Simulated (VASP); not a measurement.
Input of a VASP 6.6.1 run:

INCAR

```
PREC = Accurate
ENCUT = 520
EDIFF = 1E-7
ISMEAR = 0
SIGMA = 0.05
LREAL = F
LASPH = T
NELM = 80
ALGO = Normal
ISIF = 2
LWAVE = F
LCHARG = F
LDIPOL = T
IDIPOL = 3
DIPOL = 0.5 0.5 0.394
GGA = PE
IVDW = 12
NBANDS = 50
```

The input KPOINTS:

```
Automatic mesh
0
Gamma
  7 7 1
```

The input POSCAR:

```
SnO
1.0
    3.8201528543      0.0002954551      0.0000000000
   -0.0003145191      3.8201528528      0.0000000000
    0.0000000000      0.0000000000     22.2260743460
Sn O
4 4
Direct
    0.9999452911      0.9999452911      0.2024649036
    0.4999452911      0.4999452911      0.3087831466
    0.8332786245      0.4999452911      0.4784037436
    1.3332786245      0.9999452911      0.5847219866
    0.9999461074      0.4999461074      0.2556240251
    0.4999461074      0.9999461074      0.2556240251
    0.8332778082      0.9999444748      0.5315628651
    1.3332778082      0.4999444748      0.5315628651
```

Potentials or basis: VASP PAW PBE potentials, release 64 (Sn_d, O).

Command:

```sh
$ cat potpaw_PBE.64/Sn_d/POTCAR potpaw_PBE.64/O/POTCAR > POTCAR
$ mpirun -np 1 vasp_std > vasp.out
```

Task: Estimate the dispersion energy per atom.

Result: -0.160 eV.

Task: What does it give for the band gap on the k mesh?

Result: 2.07 eV (least direct gap 2.27 eV).

Task: Estimate the largest force.

Result: 0.077 eV/Å.

Forces on the atoms (eV/Å):
```
Sn  -0.011  0.000 -0.076
Sn  -0.073  0.000  0.010
Sn   0.073  0.000 -0.010
Sn   0.011  0.000  0.076
O   -0.053  0.000  0.003
O    0.022  0.000  0.007
O   -0.022  0.000 -0.007
O    0.053  0.000 -0.003
```

Caveat: the cell differs from its parent crystal (layers slid over each other); spin-orbit coupling is left out, which moves the levels of the heavy elements.
